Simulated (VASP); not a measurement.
Here is a VASP 6.6.1 calculation.

The input POSCAR:

```
CdSe
1.0
    0.0000000000      3.0667802483      3.0667802483
    3.0667802483      0.0000000000      3.0667802483
    3.0667802483      3.0667802483      0.0000000000
Cd Se
1 1
Direct
    0.0000000000      0.0000000000      0.0000000000
    0.7500000000      0.7500000000      0.7500000000
```

Contents of INCAR.step1:

```
PREC     = Accurate       # precision mode
ENCUT    = 520            # plane-wave cutoff, eV
ISMEAR   = -1             # smearing method
SIGMA    = 0.08           # smearing width, eV
LREAL    = F              # projectors in reciprocal space
LASPH    = T              # aspherical terms in the spheres
NELM     = 80             # most SCF steps
NBANDS   = 16             # bands
GGA      = PE             # functional
ALGO     = Normal         # electronic algorithm
EDIFF    = 1E-4           # SCF threshold, eV
LWAVE    = T              # write WAVECAR
LCHARG   = F              # write CHGCAR
```

Contents of INCAR.step2:

```
PREC     = Accurate       # precision mode
ENCUT    = 520            # plane-wave cutoff, eV
EDIFF    = 1E-7           # SCF threshold, eV
ISMEAR   = -1             # smearing method
SIGMA    = 0.08           # smearing width, eV
LREAL    = F              # projectors in reciprocal space
LASPH    = T              # aspherical terms in the spheres
NELM     = 80             # most SCF steps
ALGO     = Normal         # electronic algorithm
ISIF     = 2              # what is computed and relaxed
LWAVE    = F              # write WAVECAR
LCHARG   = F              # write CHGCAR
METAGGA  = R2SCAN         # meta-GGA
LMIXTAU  = T            
NBANDS   = 16             # bands
ISTART   = 1
```

File KPOINTS:

```
regular mesh
0
Gamma
  10 10 10
```

Potentials or basis: VASP PAW PBE potentials, release 64 (Cd, Se).

The run is started by

```console
$ cat potpaw_PBE.64/Cd/POTCAR potpaw_PBE.64/Se/POTCAR > POTCAR
$ cp INCAR.step1 INCAR
$ mpirun -np 1 vasp_std > vasp.out
$ cp INCAR.step2 INCAR
$ mpirun -np 1 vasp_std > vasp.out
```

**Question.** Estimate the pressure.

**Answer.** 0.2 GPa.

**Question.** Predict the band gap on the k mesh.

**Answer.** 1.03 eV, direct.

Caveat: the PAW data sets were made with another functional, which shifts forces and pressure a little. r2SCAN opens gaps a little over a GGA but as a rule still falls short of measured ones.
